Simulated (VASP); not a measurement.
# AlNi (CsCl type) (Pm-3m) in VASP: further runs, part 2 of 2

VASP 6.6.1. Earlier steps stand in the parts before.

### 3 Single point, LDA

Contents of INCAR:

```
PREC     = Accurate       # precision mode
ENCUT    = 520            # plane-wave cutoff, eV
EDIFF    = 1E-6           # SCF threshold, eV
ISMEAR   = -1             # smearing method
SIGMA    = 0.1            # smearing width, eV
LREAL    = False          # projectors in reciprocal space
LASPH    = True           # aspherical terms in the spheres
NELM     = 100            # most SCF steps
ALGO     = Normal         # electronic algorithm
ISIF     = 2              # what is computed and relaxed
LWAVE    = False          # write WAVECAR
LCHARG   = True           # write CHGCAR
LELF     = True           # ELF
LVHAR    = True         
NBANDS   = 21             # bands
```

Contents of KPOINTS:

```
Automatic mesh
0
Gamma
  13 9 9
```

Contents of POSCAR:

```
AlNi
1.0
    0.0000000000      0.0000000000      2.8328540745
    2.8328540745     -2.8328540745      0.0000000000
    2.8328540745      2.8328540745      0.0000000000
Ni Al
2 2
Direct
    0.0000000000      0.0000000000      0.0000000000
    0.0000000000      0.5000000000      0.5000000000
    0.5000000000      0.5000000000      0.0000000000
    0.5000000000      0.0000000000      0.5000000000
```

Potentials or basis: VASP PAW LDA potentials, release 64 (Ni, Al).

Run with:

```sh
cat potpaw_LDA.64/Ni/POTCAR potpaw_LDA.64/Al/POTCAR > POTCAR
mpirun -np 1 vasp_std > vasp.out
```

OUTCAR:

```text
PREC = Accurate
   ENCUT = 520
   EDIFF = 1E-6
   ISMEAR = -1
   LREAL = False
   LASPH = True
   NELM = 100
   ISIF = 2

 ion  position               nearest neighbor table
   1  0.000  0.000  0.000-   3 2.45   4 2.45   4 2.45   3 2.45   3 2.45   4 2.45   4 2.45   3 2.45
                             2 2.83   2 2.83   2 2.83   2 2.83
   2  0.000  0.500  0.500-   3 2.45   4 2.45   3 2.45   4 2.45   3 2.45   4 2.45   3 2.45   4 2.45
                             1 2.83   1 2.83   1 2.83   1 2.83
   3  0.500  0.500  0.000-   1 2.45   2 2.45   2 2.45   1 2.45   1 2.45   2 2.45   2 2.45   1 2.45
                             4 2.83   4 2.83   4 2.83   4 2.83
   4  0.500  0.000  0.500-   1 2.45   2 2.45   1 2.45   2 2.45   1 2.45   2 2.45   1 2.45   2 2.45
                             3 2.83   3 2.83   3 2.83   3 2.83

  LATTYP: Found a simple tetragonal cell.
 ALAT       =     4.0062606524
 C/A-ratio  =     0.7071067812

  Lattice vectors:

 A1 = (   2.8328540745,  -2.8328540745,   0.0000000000)
 A2 = (   2.8328540745,   2.8328540745,   0.0000000000)
 A3 = (   0.0000000000,   0.0000000000,   2.8328540745)

Analysis of symmetry for initial positions (statically):
=====================================================================
 Subroutine PRICEL returns following result:

  LATTYP: Found a simple cubic cell.
 ALAT       =     2.8328540745

  Lattice vectors:

 A1 = (   0.0000000000,   0.0000000000,   2.8328540745)
 A2 = (   0.0000000000,  -2.8328540745,   0.0000000000)
 A3 = (   2.8328540745,   0.0000000000,   0.0000000000)

   2 primitive cells build up your supercell.

 Routine SETGRP: Setting up the symmetry group for a
 simple tetragonal supercell.

 Subroutine GETGRP returns: Found 16 space group operations
 (whereof 16 operations were pure point group operations)
 out of a pool of 16 trial point group operations.

The static configuration has the point symmetry D_4h.

[... 138 lines left out ...]
   EFERMI_NEDOS =   21; number of points for ismear=-14 and -15
   IALGO  =     38    algorithm
   IMIX   =      4    mixing-type and parameters
     AMIX     =   0.40;   BMIX     =  1.00
     AMIX_MAG =   1.60;   BMIX_MAG =  1.00
  volume/ion in A,a.u.               =      11.37        76.71
  Fermi-wavevector in a.u.,A,eV,Ry     =   1.358830  2.567816 25.122050  1.846419
  Thomas-Fermi vector in A             =   2.485630
   LORBIT       =      0    0 simple, 1 ext, 2 COOP (PROOUT), +10 PAW based schemes
   GGA     = CA    functional components
   LHFCALC =     F    Hartree Fock is set to
   AEXX    =    0.0000 exact exchange contribution
   IVDW    =     0    specifies the selected vdW correction
   LEPSILON=     F    determine dielectric tensor
   LRPA    =     F    only Hartree local field effects (RPA)
 non-spin polarized calculation
  energy-cutoff  :      520.00
  volume of cell :       45.47
 maximum number of plane-waves:      1243
 NGX is ok and might be reduce to    24
   NGX = 11   NGY = 15   NGZ = 15

 number of electron      25.9999970 magnetization

 Free energy of the ion-electron system (eV)
  ---------------------------------------------------
  ext. energy  EPLUGINS =         0.00000000
  ---------------------------------------------------
  free energy    TOTEN  =       -24.41826075 eV

  energy without entropy =      -24.36637192  energy(sigma->0) =      -24.39231634

 E-fermi :  10.4333     XC(G=0): -12.5487

 val. band max:       10.4058335450   @ k =   0.1538   0.3333   0.1111
 cond. band min:      10.4449452115   @ k =   0.0769   0.4444   0.2222
 fundamental gap:      0.0391116665
 Fermi energy:        10.4333042762

 k-point     1 :       0.0000    0.0000    0.0000
  band No.  band energies     occupation
      1      -1.0225      2.00000
      2       4.8775      2.00000
      3       6.8171      2.00000
      4       6.9322      2.00000
      5       6.9329      2.00000
      6       7.4659      2.00000
[... 565 lines left out ...]
     20      22.3990      0.00000
     21      22.9372      0.00000

 [... further k-points ...]

------------------------ aborting loop because EDIFF is reached ----------------------------------------

  FORCE on cell =-STRESS in cart. coord.  units (eV):
  Direction    XX          YY          ZZ          XY          YZ          ZX
  --------------------------------------------------------------------------------------
  -------------------------------------------------------------------------------------
  Total        0.1204068      0.1204068      0.0855860      0.0000000     -0.0000000      0.0000000
  in kB        4.2428623      4.2428623      3.0158571      0.0000000     -0.0000000      0.0000000
  external PRESSURE =       3.8338605 kB  Pullay stress =       0.0000000 kB

 VOLUME and BASIS-vectors are now :
 -----------------------------------------------------------------------------
  energy-cutoff  :      520.00
  volume of cell :       45.47
      direct lattice vectors                 reciprocal lattice vectors
     0.000000000  0.000000000  2.832854075     0.000000000  0.000000000  0.353000887
     2.832854075 -2.832854075  0.000000000     0.176500443 -0.176500443  0.000000000
     2.832854075  2.832854075  0.000000000     0.176500443  0.176500443  0.000000000

 POSITION                                       TOTAL-FORCE (eV/Angst)
 -----------------------------------------------------------------------------------
      0.00000      0.00000      0.00000         0.000000     -0.000000     -0.000000
      2.83285      0.00000      0.00000         0.000000      0.000000      0.000000
      1.41643     -1.41643      1.41643        -0.000000     -0.000000      0.000000
      1.41643      1.41643      1.41643        -0.000000      0.000000      0.000000
 -----------------------------------------------------------------------------------
    total drift:                                0.000000      0.000000     -0.000000

  FREE ENERGIE OF THE ION-ELECTRON SYSTEM (eV)
  ---------------------------------------------------
  free  energy   TOTEN  =       -24.4182607520 eV

  energy  without entropy=      -24.3663719196  energy(sigma->0) =      -24.39231634
```

OSZICAR:

```text
N       E                     dE             d eps       ncg     rms          rms(c)
DAV:   1     0.129098060902E+03    0.12910E+03   -0.11297E+04  4450   0.143E+03
DAV:   2    -0.207199650403E+02   -0.14982E+03   -0.14237E+03  4430   0.274E+02
DAV:   3    -0.272002745391E+02   -0.64803E+01   -0.63424E+01  5235   0.714E+01
DAV:   4    -0.273268234154E+02   -0.12655E+00   -0.12643E+00  5115   0.886E+00
DAV:   5    -0.273313349793E+02   -0.45116E-02   -0.45114E-02  5356   0.175E+00    0.172E+01
DAV:   6    -0.303600765106E+02   -0.30287E+01   -0.44033E+01  4938   0.125E+02    0.208E+01
DAV:   7    -0.244650907252E+02    0.58950E+01   -0.15733E+01  4945   0.771E+01    0.147E+00
DAV:   8    -0.244542585782E+02    0.10832E-01   -0.69659E-01  6075   0.806E+00    0.156E+00
DAV:   9    -0.244192181309E+02    0.35040E-01   -0.67363E-02  5466   0.427E+00    0.285E-01
DAV:  10    -0.244182556942E+02    0.96244E-03   -0.29822E-03  6625   0.767E-01    0.125E-01
DAV:  11    -0.244182634027E+02   -0.77084E-05   -0.82128E-05  5041   0.720E-02    0.612E-02
DAV:  12    -0.244182609341E+02    0.24686E-05   -0.14174E-05  5726   0.624E-02    0.539E-03
DAV:  13    -0.244182607520E+02    0.18206E-06   -0.65079E-07  2890   0.947E-03
   1 F= -.24418261E+02 E0= -.24392316E+02  d E =-.518888E-01
```

stdout:

```text
POSCAR found type information on POSCAR NiAl
 POSCAR found :  2 types and       4 ions
 scaLAPACK will be used
 LDA part: xc-table for (Slater(with rela. corr.)+CA(PZ))
 , standard interpolation
 POSCAR, INCAR and KPOINTS ok, starting setup
 FFT: planning ... GRIDC
 FFT: planning ... GRID_SOFT
 FFT: planning ... GRID
 WAVECAR not read
 entering main loop
```

Run time: 74 s. Hardware: 1 thread of AMD EPYC 7R43 (Zen 3), shared host; peak memory 0.16 GiB.

Results:

* Free energy: -24.4183 eV
* Pressure: 0.4 GPa
* Band gap on the k mesh: zero (band 13 reaches 12.29 eV, above the bottom of band 14 at 9.42 eV)

Spin polarisation is off, so any magnetic state and its effect on volume and gap are missing.
